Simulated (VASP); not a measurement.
# Gd (Im-3m) in VASP: single point with LDA

Aim: the single point of Gd with LDA.

Everything below comes from runs of VASP 6.6.1. Logs are shortened: lines on timing, memory, paths and dates and some standing lists are left out, and cuts for length are marked.

## Step 1: The cell of the first run

Symmetry: Im-3m, No. 229, cubic system. Conventional cell: a = 4.050 Å, b = 4.050 Å, c = 4.050 Å, α = 90.00°, β = 90.00°, γ = 90.00°. Within 4.6 Å of Gd (site symmetry m-3m) lie 14 Gd at 3.51 to 4.05 Å.

This isn't the form of Gd at room conditions, which is hcp.

## Step 2: Single point, LDA, collinear spin, ferromagnetic start

Contents of INCAR:

```
SYSTEM = Gd
PREC = Accurate
ENCUT = 520
EDIFF = 1E-6
ISMEAR = -1
SIGMA = 0.15
LREAL = .FALSE.
LASPH = .TRUE.
NELM = 150
ALGO = Normal
ISIF = 2
LWAVE = .FALSE.
LCHARG = .TRUE.
ISPIN = 2
MAGMOM = 7
LORBIT = 11
LMAXMIX = 6
GGA = CA
LELF = .TRUE.
LVHAR = .TRUE.
NBANDS = 19
```

Contents of KPOINTS:

```
Automatic mesh
0
G
  9 9 9
  0 0 0
```

Contents of POSCAR:

```
Gd
1.0
   -2.0250000000      2.0250000000      2.0250000000
    2.0250000000     -2.0250000000      2.0250000000
    2.0250000000      2.0250000000     -2.0250000000
Gd
1
Direct
    0.0000000000      0.0000000000      0.0000000000
```

Potentials or basis: VASP PAW PBE potentials, release 64 (Gd).

On the command line:

```console
cat potpaw_PBE.64/Gd/POTCAR > POTCAR
mpirun -np 1 vasp_std > vasp.out
```

OUTCAR:

```text
SYSTEM = Gd
   PREC = Accurate
   ENCUT = 520
   EDIFF = 1E-6
   ISMEAR = -1
   LREAL = .FALSE.
   LASPH = .TRUE.
   NELM = 150
   ISIF = 2
   ISPIN = 2
   LORBIT = 11
   GGA = CA

 ion  position               nearest neighbor table
   1  0.000  0.000  0.000-

  LATTYP: Found a body centered cubic cell.
 ALAT       =     4.0500000000

  Lattice vectors:

 A1 = (  -2.0250000000,   2.0250000000,   2.0250000000)
 A2 = (   2.0250000000,  -2.0250000000,   2.0250000000)
 A3 = (   2.0250000000,   2.0250000000,  -2.0250000000)

Analysis of symmetry for initial positions (statically):
=====================================================================
 Subroutine PRICEL returns:
 Original cell was already a primitive cell.

 Routine SETGRP: Setting up the symmetry group for a
 body centered cubic supercell.

 Subroutine GETGRP returns: Found 48 space group operations
 (whereof 48 operations were pure point group operations)
 out of a pool of 48 trial point group operations.

The static configuration has the point symmetry O_h .

Analysis of symmetry for dynamics (positions and initial velocities):
=====================================================================
 Subroutine PRICEL returns:
 Original cell was already a primitive cell.

 Routine SETGRP: Setting up the symmetry group for a
 body centered cubic supercell.

 Subroutine GETGRP returns: Found 48 space group operations
 (whereof 48 operations were pure point group operations)
 out of a pool of 48 trial point group operations.

The dynamic configuration has the point symmetry O_h .

Analysis of structural, dynamic, and magnetic symmetry:
=====================================================================
 Subroutine PRICEL returns:
 Original cell was already a primitive cell.

 Routine SETGRP: Setting up the symmetry group for a
 body centered cubic supercell.

 Subroutine GETGRP returns: Found 48 space group operations
 (whereof 48 operations were pure point group operations)
 out of a pool of 48 trial point group operations.

The overall configuration has the point symmetry O_h .

 Subroutine INISYM returns: Found 48 space group operations
 (whereof 48 operations are pure point group operations),
 and found     1 'primitive' translations

----------------------------------------------------------------------------------------

                                     Primitive cell

  volume of cell :      33.2151

  direct lattice vectors                    reciprocal lattice vectors
    -2.025000000  2.025000000  2.025000000     0.000000000  0.246913580  0.246913580
     2.025000000 -2.025000000  2.025000000     0.246913580  0.000000000  0.246913580
     2.025000000  2.025000000 -2.025000000     0.246913580  0.246913580  0.000000000

  length of vectors
     3.507402885  3.507402885  3.507402885     0.349188534  0.349188534  0.349188534

  position of ions in fractional coordinates (direct lattice)
     0.000000000  0.000000000  0.000000000

  ion indices of the primitive-cell ions
   primitive index   ion index
                 1           1

----------------------------------------------------------------------------------------

 KPOINTS: Automatic mesh

Automatic generation of k-mesh.
 Grid dimensions read from file:
 generate k-points for:    9    9    9

 Generating k-lattice:

  Cartesian coordinates                     Fractional coordinates (reciprocal lattice)
     0.000000000  0.027434842  0.027434842     0.111111111  0.000000000  0.000000000
     0.027434842  0.000000000  0.027434842     0.000000000  0.111111111  0.000000000
     0.027434842  0.027434842  0.000000000     0.000000000  0.000000000  0.111111111

  Length of vectors
     0.038798726  0.038798726  0.038798726

  Shift w.r.t. Gamma in fractional coordinates (k-lattice)
     0.000000000  0.000000000  0.000000000

 Subroutine IBZKPT returns following result:
 ===========================================

 Found     35 irreducible k-points:

 Following reciprocal coordinates:
            Coordinates               Weight
  0.000000  0.000000  0.000000      1.000000
  0.111111  0.000000  0.000000     12.000000
  0.222222  0.000000  0.000000     12.000000
  0.333333  0.000000  0.000000     12.000000
  0.444444  0.000000  0.000000     12.000000
  0.111111  0.111111  0.000000     24.000000
[... 16 lines left out ...]
 -0.333333  0.444444  0.111111     48.000000
 -0.444444 -0.444444  0.111111     24.000000
 [... further k-points ...]
   k-points           NKPTS =     35   k-points in BZ     NKDIM =     35   number of bands    NBANDS=     19
   number of dos      NEDOS =    301   number of ions     NIONS =      1
   total plane-waves  NPLWV =  21952
   dimension x,y,z NGX =    28 NGY =   28 NGZ =   28
   dimension x,y,z NGXF=    56 NGYF=   56 NGZF=   56
   ions per type =               1
   NGX,Y,Z   is equivalent  to a cutoff of  13.27, 13.27, 13.27 a.u.
   NGXF,Y,Z  is equivalent  to a cutoff of  26.54, 26.54, 26.54 a.u.
 SYSTEM =  Gd
   PREC   = accura    normal or accurate (medium, high low for compatibility)
   ISTART =      0    job   : 0-new  1-cont  2-samecut
   ICHARG =      2    charge: 1-file 2-atom 10-const
   ISPIN  =      2    spin polarized calculation?
   LNONCOLLINEAR =      F non collinear calculations
   LSORBIT =      F    spin-orbit coupling
   LASPH  =      T    aspherical Exc in radial PAW
   ENCUT  =  520.0 eV  38.22 Ry    6.18 a.u.   6.52  6.52  6.52*2*pi/ulx,y,z
   NELM   =    150;   NELMIN=  2; NELMDL= -5     # of ELM steps
   EDIFF  = 0.1E-05   stopping-criterion for ELM
   LREAL  =      F    real-space projection
   EDIFFG = 0.1E-04   stopping-criterion for IOM
   NSW    =      0    number of steps for IOM
   IBRION =     -1    ionic relax: 0-MD 1-quasi-New 2-CG
   NFREE  =      0    steps in history (QN), initial steepest desc. (CG)
   ISIF   =      2    stress and relaxation
   ISYM   =      2    0-nonsym 1-usesym 2-fastsym
   POTIM  = 0.5000    time-step for ionic-motion
   TEBEG  =    0.0;   TEEND  =   0.0 temperature during run
   PSTRESS=    0.0 pullay stress
   NELECT =      18.0000    total number of electrons
   NUPDOWN=      -1.0000    fix difference up-down
   EMIN   =  10.00;   EMAX   =-10.00  energy-range for DOS
   EFERMI =   0.00;   METHOD = LEGACY
   ISMEAR =    -1;   SIGMA  =   0.15  broadening in eV -4-tet -1-fermi 0-gaus
   EFERMI_NEDOS =   21; number of points for ismear=-14 and -15
   IALGO  =     38    algorithm
   IMIX   =      4    mixing-type and parameters
     AMIX     =   0.40;   BMIX     =  1.00
     AMIX_MAG =   1.60;   BMIX_MAG =  1.00
  volume/ion in A,a.u.               =      33.22       224.15
  Fermi-wavevector in a.u.,A,eV,Ry     =   1.334711  2.522238 24.238153  1.781454
  Thomas-Fermi vector in A             =   2.463472
   LORBIT       =     11    0 simple, 1 ext, 2 COOP (PROOUT), +10 PAW based schemes
   GGA     = CA    functional components
   LHFCALC =     F    Hartree Fock is set to
   AEXX    =    0.0000 exact exchange contribution
   IVDW    =     0    specifies the selected vdW correction
   LEPSILON=     F    determine dielectric tensor
   LRPA    =     F    only Hartree local field effects (RPA)
 spin polarized calculation
  energy-cutoff  :      520.00
  volume of cell :       33.22
 maximum number of plane-waves:       935
 NGX is ok and might be reduce to    28
   NGX = 13   NGY = 13   NGZ = 13

 number of electron      18.0000009 magnetization       7.3389705

 Free energy of the ion-electron system (eV)
  ---------------------------------------------------
  ext. energy  EPLUGINS =         0.00000000
  ---------------------------------------------------
  free energy    TOTEN  =       -11.64867393 eV

  energy without entropy =      -11.42742910  energy(sigma->0) =      -11.53805152

 E-fermi :   2.6844     XC(G=0): -10.2198

 val. band max:        2.6381163097   @ k =   0.3333   0.1111   0.0000
 cond. band min:       2.6876439841   @ k =  -0.3333  -0.4444   0.1111
 fundamental gap:      0.0495276744
 Fermi energy:         2.6844078188

 spin component 1

 k-point     1 :       0.0000    0.0000    0.0000
  band No.  band energies     occupation
      1     -41.9379      1.00000
      2     -19.1974      1.00000
      3     -19.1974      1.00000
      4     -19.1974      1.00000
      5      -2.2475      1.00000
      6      -1.4992      1.00000
[... 11 lines left out ...]
     18      13.2443      0.00000
     19      13.2443      0.00000

 k-point     2 :       0.1111    0.0000    0.0000
  band No.  band energies     occupation
      1     -41.9296      1.00000
      2     -19.2883      1.00000
      3     -19.2256      1.00000
      4     -19.1979      1.00000
      5      -1.8973      1.00000
      6      -1.4945      1.00000
[... 476 lines left out ...]
 k-point    24 :      -0.4444   -0.4444    0.1111
  band No.  band energies     occupation
      1     -41.8544      1.00000
      2     -19.8494      1.00000
      3     -19.5433      1.00000
      4     -19.3136      1.00000
      5      -1.4814      1.00000
      6      -1.4711      1.00000
[... 11 lines left out ...]
     18      10.4119      0.00000
     19      12.9252      0.00000

 [... further k-points ...]

 spin component 2

 k-point     1 :       0.0000    0.0000    0.0000
  band No.  band energies     occupation
      1     -39.0681      1.00000
      2     -16.9857      1.00000
      3     -16.9857      1.00000
      4     -16.9857      1.00000
      5      -1.5923      1.00000
      6       3.1586      0.04064
[... 11 lines left out ...]
     18      13.9787      0.00000
     19      13.9787      0.00000

 k-point     2 :       0.1111    0.0000    0.0000
  band No.  band energies     occupation
      1     -39.0579      1.00000
      2     -17.0974      1.00000
      3     -17.0192      1.00000
      4     -16.9865      1.00000
      5      -1.2244      1.00000
      6       3.1333      0.04775
[... 476 lines left out ...]
 k-point    24 :      -0.4444   -0.4444    0.1111
  band No.  band energies     occupation
      1     -38.9648      1.00000
      2     -17.7715      1.00000
      3     -17.3991      1.00000
      4     -17.1257      1.00000
      5       1.8503      0.99617
      6       3.0480      0.08137
[... 11 lines left out ...]
     18      11.6304      0.00000
     19      14.0350      0.00000

 [... further k-points ...]

------------------------ aborting loop because EDIFF is reached ----------------------------------------

  FORCE on cell =-STRESS in cart. coord.  units (eV):
  Direction    XX          YY          ZZ          XY          YZ          ZX
  --------------------------------------------------------------------------------------
  -------------------------------------------------------------------------------------
  Total       -0.6602123     -0.6602123     -0.6602123      0.0000000      0.0000000     -0.0000000
  in kB      -31.8463090    -31.8463090    -31.8463090      0.0000000      0.0000000     -0.0000000
  external PRESSURE =     -31.8463090 kB  Pullay stress =       0.0000000 kB

 VOLUME and BASIS-vectors are now :
 -----------------------------------------------------------------------------
  energy-cutoff  :      520.00
  volume of cell :       33.22
      direct lattice vectors                 reciprocal lattice vectors
    -2.025000000  2.025000000  2.025000000     0.000000000  0.246913580  0.246913580
     2.025000000 -2.025000000  2.025000000     0.246913580  0.000000000  0.246913580
     2.025000000  2.025000000 -2.025000000     0.246913580  0.246913580  0.000000000

 POSITION                                       TOTAL-FORCE (eV/Angst)
 -----------------------------------------------------------------------------------
      0.00000      0.00000      0.00000         0.000000     -0.000000      0.000000
 -----------------------------------------------------------------------------------
    total drift:                                0.000000      0.000000      0.000000

  FREE ENERGIE OF THE ION-ELECTRON SYSTEM (eV)
  ---------------------------------------------------
  free  energy   TOTEN  =       -11.6486739348 eV

  energy  without entropy=      -11.4274290983  energy(sigma->0) =      -11.53805152

 total charge

# of ion       s       p       d       f       tot
--------------------------------------------------
    1        2.069   5.526   0.551   7.075  15.222

 magnetization (x)

# of ion       s       p       d       f       tot
--------------------------------------------------
    1        0.003  -0.039   0.189   6.696   6.848
```

Wall time 2.7 min (1 thread of AMD EPYC, shared host); peak memory 0.15 GiB.

Results:

```yaml
Free_energy: -11.6487 eV
Pressure: -3.2 GPa
Net_moment: 7.34 μB per cell
Site_moments: Gd +6.85 μB
Valence_electrons_inside_the_program's_atomic_spheres: Gd 15.22
```

Caveat: the cell stands under tension; the PAW data sets were made with another functional, which shifts forces and pressure a little; spin-orbit coupling is left out, which moves the levels of the heavy elements; semilocal functionals describe open f shells poorly, which spoils levels, moments and volumes. The state reached can hang on the start; a lower one may exist.
